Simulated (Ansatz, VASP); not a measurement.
**MgF2 in VASP and in Ansatz**

```xyz
6
Lattice="4.6868 0.0000 0.0000 0.0000 4.6868 0.0000 0.0000 0.0000 3.0895" Properties=species:S:1:pos:R:3 pbc="T T T"
Mg    0.0000    0.0000    0.0000
Mg    2.3434    2.3434    1.5447
F     1.4239    1.4239    0.0000
F     0.9195    3.7673    1.5447
F     3.2629    3.2629    0.0000
F     3.7673    0.9195    1.5447
```

Alike in both runs: functional r2SCAN; k mesh 6 × 6 × 10; occupations fermi-dirac, width 0.02 eV; no spin polarisation.

Ansatz relaxed the structure, and its values are those at the end. VASP's run is a single point on that final structure, the one shown.

```csv
,VASP,Ansatz
version,VASP 6.6.1,Ansatz 0.2.0
potentials or method,"VASP PAW PBE potentials, release 64 (Mg, F), cutoff 660 eV",PAW plane waves
valence electrons in the cell,32,48
```

Ansatz gave:

```
gap on the k mesh at the Fermi level (eV) : 7.79
pressure (GPa)                            : -3.8
rms of the force components (eV/Å)        : 0.000
```

Task: Estimate VASP's values.

Result: gap on the k mesh at the Fermi level (eV): 7.74; pressure (GPa): -5.4; rms of the force components (eV/Å): 0.005.

VASP's potentials were made for PBE, not for r2SCAN. VASP's potentials hold 32 valence electrons a cell and Ansatz's 48, so a difference there can come from the potentials and not from the codes. Ansatz's warnings: stress scf threshold loose.
